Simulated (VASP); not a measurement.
Re, 1 atom in the cell. The structure is cubic, space group Fm-3m (No. 225). The conventional cell has a = 3.861 Å, b = 3.861 Å, c = 3.861 Å, α = 90.00°, β = 90.00°, γ = 90.00°. Re (site symmetry m-3m) has 12 Re at 2.73 Å within 3.6 Å. 

- Program: VASP 6.6.1
- Task: single point
- Functional: LDA
- Potentials or basis: VASP PAW LDA potentials, release 64 (Re)
- Cutoff: 520 eV
- k mesh: 18 × 18 × 18
- Occupations: gaussian, width 0.1 eV
- Spin: no spin polarisation
- Dipole correction: no
- Further INCAR settings: ALGO = Normal; EDIFF = 1e-06; NBANDS = 10

Potentials or basis: VASP PAW LDA potentials, release 64 (Re).

Launch:

```sh
$ cat potpaw_LDA.64/Re/POTCAR > POTCAR
$ mpirun -np 1 vasp_std > vasp.out
```

Hardware: 1 thread of Oxide Virtual Turin-like Processor (shared host).

**Question.** Estimate the wall time of this run.

**Answer.** It took 26 s on 1 thread of Oxide Virtual Turin-like Processor, on a shared host, peak memory 0.11 GiB. Counts: scf iterations 11, k points 195.
